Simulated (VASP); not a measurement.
## F: single point with PBEsol

Crystal: F.

```xyz
4
Lattice="2.7526 -1.6407 0.0018 2.7526 1.6407 0.0018 -1.5316 0.0000 7.2539" Properties=species:S:1:pos:R:3 pbc="T T T"
F     4.0831   -0.6213    0.6723
F     0.6564   -0.6213    2.9582
F    -0.1094    0.6213    6.5851
F     3.3173    0.6213    4.2993
```

* Program: VASP 6.6.1
* Task: single point
* Functional: PBEsol
* Potentials or basis: VASP PAW PBE potentials, release 64 (F)
* Cutoff: 520 eV
* k mesh: 8 × 8 × 4
* Occupations: gaussian, width 0.1 eV
* Spin: no spin polarisation

```json
{"Pressure": "0.7 GPa", "Largest force": "0.442 eV/Å", "Band gap on the k mesh": "2.84 eV"}
```

Forces on the atoms (eV/Å):
```
F   -0.028  0.127  0.422
F    0.028  0.127 -0.422
F    0.028 -0.127 -0.422
F   -0.028 -0.127  0.422
```

Stress tensor (GPa, compression positive):
```
-0.14  0.00 -0.13
 0.00  0.01  0.00
-0.13  0.00  2.12
```

Levels at points of the mesh, in eV from the valence-band top:
```csv
k point,band 12,band 13,band 14,band 15,band 16,band 17
"(0.00, 0.00, 0.00)",-0.09,-0.05,0.00,2.84,3.83,9.01
"(0.50, 0.00, 0.00)",-0.46,-0.14,-0.10,3.45,3.46,13.54
"(0.50, 0.50, 0.00)",-0.35,-0.32,-0.09,3.20,3.71,13.62
"(0.00, 0.00, 0.50)",-0.16,-0.03,-0.03,3.32,3.32,9.79
"(0.50, 0.00, 0.50)",-0.39,-0.21,-0.01,3.35,3.51,13.77
"(0.50, 0.50, 0.50)",-0.50,-0.23,-0.23,3.47,3.47,13.73
```

Run time: 41 s on 1 thread of AMD EPYC 9R45 96-Core Processor (Zen 5), on a shared host, peak memory 0.18 GiB.

Caveat: this functional lacks dispersion, which holds the molecules together, so the pressure and a relaxed volume are unreliable; the PAW data sets were made with another functional, which shifts forces and pressure a little. A k mesh can miss the band edges.
